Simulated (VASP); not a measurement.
Write the native input for VASP 6.6.1 that does the following.

```yaml
Task: single point
Functional: PBE
Potentials_or_basis: VASP PAW PBE potentials, release 64 (Ba_sv, Mo_sv)
Cutoff: 520 eV
k_mesh: 4 × 4 × 4
Occupations: gaussian, width 0.1 eV
Spin: no spin polarisation
Dipole_correction: no
Further_INCAR_settings: ALGO = Normal; EDIFF = 1e-07; NBANDS = 32
```

The structure of BaMo lies in POSCAR:

```
BaMo
1.0
    2.7847768188     -6.3679797859      0.0000000000
    2.7847768188      6.3679797859      0.0000000000
    0.0000000000      0.0000000000      3.6179318358
Ba Mo
2 2
Direct
    0.8657739910      0.1342260090      0.7500000000
    0.1342260090      0.8657739910      0.2500000000
    0.5610427333      0.4389572667      0.7500000000
    0.4389572667      0.5610427333      0.2500000000
```

The input as run:

INCAR

```
SYSTEM = BaMo
ALGO = Normal
EDIFF = 1E-7
ENCUT = 520
GGA = PE
ISIF = 2
ISMEAR = 0
LASPH = .True.
LCHARG = .True.
LELF = .True.
LREAL = .False.
LVHAR = .True.
LWAVE = .False.
NBANDS = 32
NELM = 60
PREC = Accurate
SIGMA = 0.1
```

KPOINTS

```
k-points
0
Gamma
  4 4 4
  0 0 0
```

Potentials or basis: VASP PAW PBE potentials, release 64 (Ba_sv, Mo_sv).

Launch:

```bash
$ cat potpaw_PBE.64/Ba_sv/POTCAR potpaw_PBE.64/Mo_sv/POTCAR > POTCAR
$ mpirun -np 1 vasp_std > vasp.out
```

Results of the run:

* Pressure: 0.7 GPa
* Largest force: 0.082 eV/Å
* Band gap on the k mesh: zero (bands 24 and 25 overlap by 0.50 eV)

Caveat: the k points lie up to 0.43 Å⁻¹ apart, too coarse for converged energies and pressures of a metal; spin-orbit coupling is left out, which moves the levels of the heavy elements.

Run time: 3.2 min on 1 thread of Intel Xeon 8259CL, with other jobs on the host, peak memory 0.31 GiB.
